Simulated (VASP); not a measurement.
AlN, 2 atoms in the cell. The structure is cubic, space group Fm-3m (No. 225). Conventional cell: a = 4.071 Å, b = 4.071 Å, c = 4.071 Å, α = 90.00°, β = 90.00°, γ = 90.00°. Within 2.7 Å of Al (site symmetry m-3m) lie 6 N at 2.04 Å. Within 2.7 Å of N (site symmetry m-3m) lie 6 Al at 2.04 Å. 

* Program: VASP 6.6.1
* Task: relaxation of cell and atoms
* Functional: LDA
* Potentials or basis: VASP PAW LDA potentials, release 64 (Al, N)
* Cutoff: 600 eV
* k mesh: 10 × 10 × 10
* Occupations: fermi-dirac, width 0.02 eV
* Spin: no spin polarisation
* Dipole correction: no
* Further INCAR settings: ALGO = Normal; EDIFF = 1e-07; IBRION = 2; EDIFFG = -0.005; NSW = 80; ISIF = 3

Potentials or basis: VASP PAW LDA potentials, release 64 (Al, N).

Run with:

```console
$ cat potpaw_LDA.64/Al/POTCAR potpaw_LDA.64/N/POTCAR > POTCAR
$ mpirun -np 1 vasp_std > vasp.out
```

Hardware: 1 thread of AMD EPYC 7R13 Processor (Zen 3), on a shared host.

Problem. How long does it take, and how much memory?

Solution. It took 11 s on 1 thread of AMD EPYC 7R13 Processor (Zen 3), with other jobs on the host, peak memory 0.1 GiB. Counts: scf iterations 27, k points 47, ion steps 3.
